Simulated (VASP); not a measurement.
# In12Se11 (a cell with a defect) in VASP: notebook

Runs on In12Se11 (a cell with a defect). Level: PBEsol. Tasks: single point.

Program: VASP 6.6.1. These are calculated values, not measurements. Logs are shortened: lines on timing, memory, paths and dates and some standing lists are left out, and cuts for length are marked.

## 1. The cell of the first run

The cell holds a defect, 23 atoms: a = 7.947 Å, b = 11.921 Å, c = 8.447 Å, α = 76.40°, β = 76.40°, γ = 60.00°.

## 2. Single point, PBEsol, collinear spin

File INCAR:

```
SYSTEM = In12Se11
  PREC = Accurate
  ENCUT = 400
  EDIFF = 1E-6
  ISMEAR = 0
  SIGMA = 0.01
  LREAL = .FALSE.
  LASPH = .TRUE.
  NELM = 200
  ALGO = Normal
  ISIF = 2
  LWAVE = .FALSE.
  LCHARG = .FALSE.
  ISPIN = 2
  MAGMOM = 0.02 0.06 0 0 0 0 0.05 0.1 0.01 0.04 0 0.01 0.02 0.03 0.01 0.03 0.01 0 0.02 0.08 0.03 0.01 0.01
  LORBIT = 11
  NUPDOWN = 1.0
  GGA = PS
  NELECT = 223.0
  NBANDS = 132
  GGA_COMPAT = .FALSE.
```

File KPOINTS:

```
Automatic mesh
0
Gamma
  1 1 1
  0.25 0.25 0.25
```

File POSCAR:

```
In12Se11
1.0
   -3.9736966600      6.8826445000      0.0000000000
  -11.9210899700      0.0000000000      0.0000000000
   -1.9868483300      1.1471074200      8.1298164600
In Se
12 11
Direct
    0.4202852983      0.3058898401      0.3357944237
    0.4569303677      0.3623447979     -0.0123945898
    0.4347580657      0.6357701521      0.3318392549
    0.5120847484      0.6607493632     -0.0100753671
    0.4329384744      0.9667349059      0.3425099127
    0.5259231331      0.9840681675      0.0010826744
    0.9372088883      0.2973568955      0.3371100743
    1.0287303542      0.3493956458     -0.0103865789
    0.9365324345      0.6283007251      0.3278109429
    1.0581387673      0.6050547831     -0.0100086131
    0.9268633571      0.9746461891      0.3405682958
    0.9991914154      1.0060963198     -0.0021128135
    0.2152668658      0.1211922844      0.8461594159
    0.0732480329      0.0586134735      0.5081160704
    0.0656963541      0.3946410324      0.5117495646
    0.1866702347      0.7844572282      0.8566382399
    0.0710877766      0.7286767733      0.4879340328
    0.6835300515      0.1366886219      0.8469129612
    0.5677225086      0.0644554641      0.5022728218
    0.7112128189      0.4500758887      0.8365303428
    0.5683830636      0.3967966375      0.4944332005
    0.7300861871      0.7739914101      0.8432641668
    0.5760419917      0.7257111688      0.4967081723
```

Potentials or basis: VASP PAW PBE potentials, release 64 (In_d, Se).

Started as:

```
cat potpaw_PBE.64/In_d/POTCAR potpaw_PBE.64/Se/POTCAR > POTCAR
mpirun -np 1 vasp_std > vasp.out
```

OUTCAR:

```text
SYSTEM = In12Se11
   PREC = Accurate
   ENCUT = 400
   EDIFF = 1E-6
   ISMEAR = 0
   LREAL = .FALSE.
   LASPH = .TRUE.
   NELM = 200
   ISIF = 2
   ISPIN = 2
   LORBIT = 11
   NUPDOWN = 1.0
   GGA = PS
   NELECT = 223.0

 ion  position               nearest neighbor table
   1  0.420  0.306  0.336-  21 2.66  15 2.66  19 2.67   2 2.84   9 3.84   7 3.89   5 3.98   3 3.98
                            11 3.99
   2  0.457  0.362  0.988-  20 2.66  18 2.75   1 2.84  10 3.04   8 3.48   4 3.80
   3  0.435  0.636  0.332-  21 2.64  23 2.64  17 2.65   4 2.78   9 3.94   5 3.96   1 3.98   9 4.01
                             7 4.01
   4  0.512  0.661  0.990-  22 2.63  16 2.63  20 2.66   3 2.78   2 3.80   8 3.92   6 3.93  10 3.98

   5  0.433  0.967  0.343-  23 2.63  19 2.64  14 2.65   6 2.79   7 3.94   3 3.96  11 3.97  11 3.98
                             1 3.98   9 4.02
   6  0.526  0.984  0.001-  13 2.64  18 2.64  22 2.68   5 2.79  12 3.89   4 3.93
   7  0.937  0.297  0.337-  14 2.66  21 2.68  15 2.69   8 2.85  11 3.88   1 3.89   9 3.92   5 3.94
                             3 4.01
   8  0.029  0.349  0.990-  20 2.69  13 2.78   7 2.85  10 3.17   2 3.48   4 3.92
   9  0.937  0.628  0.328-  15 2.66  23 2.67  17 2.67  10 2.82   1 3.84   7 3.92   3 3.94   3 4.01
                             5 4.02
  10  0.058  0.605  0.990-  16 2.72  22 2.74   9 2.82   2 3.04   8 3.17   4 3.98
  11  0.927  0.975  0.341-  19 2.64  14 2.64  17 2.66  12 2.79   7 3.88   5 3.97   5 3.98   1 3.99

  12  0.999  0.006  0.998-  13 2.64  18 2.65  16 2.71  11 2.79   6 3.89
  13  0.215  0.121  0.846-   6 2.64  12 2.64   8 2.78
  14  0.073  0.059  0.508-  11 2.64   5 2.65   7 2.66
  15  0.066  0.395  0.512-   1 2.66   9 2.66   7 2.69
  16  0.187  0.784  0.857-   4 2.63  12 2.71  10 2.72
  17  0.071  0.729  0.488-   3 2.65  11 2.66   9 2.67
  18  0.684  0.137  0.847-   6 2.64  12 2.65   2 2.75
  19  0.568  0.064  0.502-  11 2.64   5 2.64   1 2.67
  20  0.711  0.450  0.837-   2 2.66   4 2.66   8 2.69
  21  0.568  0.397  0.494-   3 2.64   1 2.66   7 2.68
  22  0.730  0.774  0.843-   4 2.63   6 2.68  10 2.74
  23  0.576  0.726  0.497-   5 2.63   3 2.64   9 2.67

  LATTYP: Found a triclinic cell.
 ALAT       =     7.9473933122
 B/A-ratio  =     3.5733837635
 C/A-ratio  =     1.2766236247
 COS(alpha) =     0.0253107468
 COS(beta)  =     0.5874871692
 COS(gamma) =     0.7695786913

  Lattice vectors:

 A1 = (  -3.9736966600,   6.8826445000,   0.0000000000)
 A2 = (  -3.9736966700,  22.9421483400,  16.2596329200)
 A3 = (  -1.9868483300,   5.7355370800,  -8.1298164600)

Analysis of symmetry for initial positions (statically):
=====================================================================
 Subroutine PRICEL returns:
 Original cell was already a primitive cell.

 Routine SETGRP: Setting up the symmetry group for a
 triclinic supercell.

 Subroutine GETGRP returns: Found  1 space group operations
[... 196 lines left out ...]
  energy without entropy =      -83.89562082  energy(sigma->0) =      -83.89562082

 E-fermi :   3.6979     XC(G=0):  -9.2408

 val. band max:        4.5756889999   @ k =   0.2500   0.2500   0.2500
 cond. band min:       4.7778898765   @ k =   0.2500   0.2500   0.2500
 fundamental gap:      0.2022008766
 Fermi energy:         4.6731714475

 spin component 1

 k-point     1 :       0.2500    0.2500    0.2500
  band No.  band energies     occupation
      1     -10.7645      1.00000
      2     -10.7231      1.00000
      3     -10.6984      1.00000
      4     -10.6779      1.00000
      5     -10.6726      1.00000
      6     -10.6419      1.00000
[... 115 lines left out ...]
    122       6.7069      0.00000
    123       7.0100      0.00000
 Fermi energy:         3.6979285185

 spin component 2

 k-point     1 :       0.2500    0.2500    0.2500
  band No.  band energies     occupation
      1     -10.7606      1.00000
      2     -10.7196      1.00000
      3     -10.6960      1.00000
      4     -10.6752      1.00000
      5     -10.6681      1.00000
      6     -10.6327      1.00000
[... 115 lines left out ...]
    122       6.7330      0.00000
    123       7.0676      0.00000
 [bands above 123 left out]

------------------------ aborting loop because EDIFF is reached ----------------------------------------

  FORCE on cell =-STRESS in cart. coord.  units (eV):
  Direction    XX          YY          ZZ          XY          YZ          ZX
  --------------------------------------------------------------------------------------
  -------------------------------------------------------------------------------------
  Total        5.7118419      5.9767854      7.5885615     -2.7496929      2.9333487      3.3024113
  in kB       13.7193872     14.3557604     18.2271177     -6.6045423      7.0456690      7.9321277
  external PRESSURE =      15.4340884 kB  Pullay stress =       0.0000000 kB

 VOLUME and BASIS-vectors are now :
 -----------------------------------------------------------------------------
  energy-cutoff  :      400.00
  volume of cell :      667.04
      direct lattice vectors                 reciprocal lattice vectors
    -3.973696660  6.882644500  0.000000000     0.000000000  0.145292990 -0.020500668
   -11.921089970  0.000000000  0.000000000    -0.083884947 -0.048430997 -0.013667112
    -1.986848330  1.147107420  8.129816460     0.000000000  0.000000000  0.123004007

 POSITION                                       TOTAL-FORCE (eV/Angst)
 -----------------------------------------------------------------------------------
     -5.98380      3.27787      2.72995        -0.001321     -0.006742     -0.020689
     -8.09747      4.27778      8.02905        -0.015102     -0.013238      0.012201
     -9.96598      3.37294      2.69779        -0.003855     -0.000621     -0.011725
    -11.87855      4.66005      8.04791         0.001040     -0.001265      0.017316
    -13.92542      3.37266      2.78454        -0.000139      0.002631     -0.011147
    -13.82318      3.62098      0.00880        -0.011749     -0.001768      0.024388
[... 15 lines left out ...]
    -13.80340      5.99224      6.85558        -0.015826     -0.011777     -0.027296
    -11.92717      4.53447      4.03815         0.007692     -0.002760      0.015348
 -----------------------------------------------------------------------------------
    total drift:                                0.003551      0.001574     -0.003139

  FREE ENERGIE OF THE ION-ELECTRON SYSTEM (eV)
  ---------------------------------------------------
  free  energy   TOTEN  =       -83.8956208161 eV

  energy  without entropy=      -83.8956208161  energy(sigma->0) =      -83.89562082

 total charge

# of ion       s       p       d       tot
------------------------------------------
    1        0.890   0.651   9.881  11.422
    2        0.907   0.600   9.867  11.374
    3        0.877   0.679   9.885  11.442
    4        0.867   0.682   9.888  11.437
    5        0.871   0.679   9.886  11.436
    6        0.868   0.669   9.884  11.422
[... 15 lines left out ...]
   22        1.481   2.301   0.024   3.806
   23        1.479   2.325   0.026   3.831
--------------------------------------------------
tot         26.942  33.205 118.820 178.967

 magnetization (x)

# of ion       s       p       d       tot
------------------------------------------
    1        0.013   0.014   0.000   0.028
    2        0.028   0.049   0.005   0.082
    3       -0.000  -0.001   0.000  -0.001
    4        0.001  -0.001   0.000   0.000
    5       -0.000  -0.000   0.000  -0.000
    6       -0.000  -0.000   0.000   0.000
[... 15 lines left out ...]
   22        0.001   0.004   0.000   0.005
   23        0.001   0.005   0.000   0.005
--------------------------------------------------
tot          0.200   0.335   0.023   0.558
```

stdout:

```text
POSCAR found type information on POSCAR InSe
 POSCAR found :  2 types and      23 ions
 scaLAPACK will be used
 -----------------------------------------------------------------------------
|                                                                             |
|                                                                             |
|     You have a (more or less) 'large supercell' and for larger cells it     |
|     might be more efficient to use real-space projection operators.         |
|     Therefore, try LREAL= Auto in the INCAR file.                           |
|     Mind: For very accurate calculation, you might also keep the            |
|     reciprocal projection scheme (i.e. LREAL=.FALSE.).                      |
|                                                                             |
 -----------------------------------------------------------------------------

 -----------------------------------------------------------------------------
|                                                                             |
|                                                                             |
|     You enforced a specific xc type in the INCAR file but a different       |
|     I HOPE YOU KNOW WHAT YOU ARE DOING!                                     |
|                                                                             |
 -----------------------------------------------------------------------------

 LDA part: xc-table for (Slater+PW92), standard interpolation
 POSCAR, INCAR and KPOINTS ok, starting setup
 FFT: planning ... GRIDC
 FFT: planning ... GRID_SOFT
 FFT: planning ... GRID
 WAVECAR not read
 entering main loop
 the old and the new charge density differ
 old charge density:   222.00000 new  223.00000
    0.184E+01
```

Run time: 7.9 min. Hardware: 1 thread of Oxide Virtual Turin-like, shared host; peak memory 0.7 GiB.

What came out:

| Item | Value |
| --- | --- |
| Free energy | -83.8956 eV |
| Largest force | 0.039 eV/Å |
| Net moment | 1.00 μB per cell |
| Site moments | In +0.03, +0.08, -0.00, +0.00, +0.06, +0.12, +0.01, +0.05 (each value once); Se +0.02, +0.03, +0.01, -0.00, +0.07 (each value once) μB |
| Valence electrons inside the program's atomic spheres | In 11.42, 11.37, 11.44, 11.43, 11.38, 11.41 (each value once); Se 3.80, 3.83, 3.81, 3.82 (each value once) |

Forces on the atoms (eV/Å):
```
In  -0.001 -0.007 -0.021
In  -0.015 -0.013  0.012
In  -0.004 -0.001 -0.012
In   0.001 -0.001  0.017
In   0.000  0.003 -0.011
In  -0.012 -0.002  0.024
In   0.001 -0.005 -0.018
In   0.000  0.011  0.011
In  -0.007 -0.010 -0.030
In  -0.005  0.031  0.003
In   0.006 -0.002 -0.022
In  -0.016  0.002  0.011
Se   0.000  0.012 -0.018
Se   0.002  0.001  0.013
Se   0.012  0.009  0.036
Se   0.004 -0.015 -0.013
Se   0.006  0.008  0.031
Se   0.014 -0.008 -0.025
Se   0.001 -0.006  0.018
Se   0.014  0.005 -0.018
Se   0.006  0.002  0.024
Se  -0.016 -0.012 -0.027
Se   0.008 -0.003  0.015
```

Caveat: the k points lie up to 0.83 Å⁻¹ apart, too coarse for converged energies, forces and pressures; the cell carries a net charge on a neutralising background, which shifts energy and pressure; the cell is charged against a uniform background, so pressure and absolute levels hang on convention; the PAW data sets were made with another functional, which shifts forces and pressure a little; spin-orbit coupling is left out, which moves the levels of the heavy elements; the total moment is fixed, so each spin has its own Fermi level and the state may be an excited one.

(Continued in part 2 of 2.)
